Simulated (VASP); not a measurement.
Write the native input for VASP 6.6.1 that does the following.

```yaml
Task: single point
Functional: LDA
Potentials_or_basis: VASP PAW LDA potentials, release 64 (Li_sv, Cl)
Cutoff: 750 eV
k_mesh: 8 × 8 × 8
Occupations: gaussian, width 0.01 eV
Spin: no spin polarisation
Dipole_correction: no
Further_INCAR_settings: ALGO = Normal; EDIFF = 1e-06; NBANDS = 12
```

The structure of LiCl lies in POSCAR:

```
LiCl
1.0
    0.0000000000      2.5560369926      2.5560369926
    2.5560369926      0.0000000000      2.5560369926
    2.5560369926      2.5560369926      0.0000000000
Li Cl
1 1
Direct
    0.0000000000      0.0000000000      0.0000000000
    0.5000000000      0.5000000000      0.5000000000
```

The input as run:

INCAR

```
SYSTEM = LiCl
ALGO = Normal
EDIFF = 1E-6
ENCUT = 750
GGA = CA
GGA_COMPAT = .FALSE.
ISIF = 2
ISMEAR = 0
LASPH = .TRUE.
LCHARG = .FALSE.
LREAL = .FALSE.
LWAVE = .FALSE.
NBANDS = 12
NELM = 120
PREC = Accurate
SIGMA = 0.01
```

KPOINTS

```
k-points
0
G
  8 8 8
  0 0 0
```

Potentials or basis: VASP PAW LDA potentials, release 64 (Li_sv, Cl).

Launch:

```bash
$ cat potpaw_LDA.64/Li_sv/POTCAR potpaw_LDA.64/Cl/POTCAR > POTCAR
$ mpirun -np 1 vasp_std > vasp.out
```

Results of the run:

```
Pressure               : -3.0 GPa
Band gap on the k mesh : 6.06 eV
```

Caveat: the cell stands under tension.

Wall time 19 s on 1 thread of Intel Xeon 8259CL, on a shared host, peak memory 0.15 GiB.
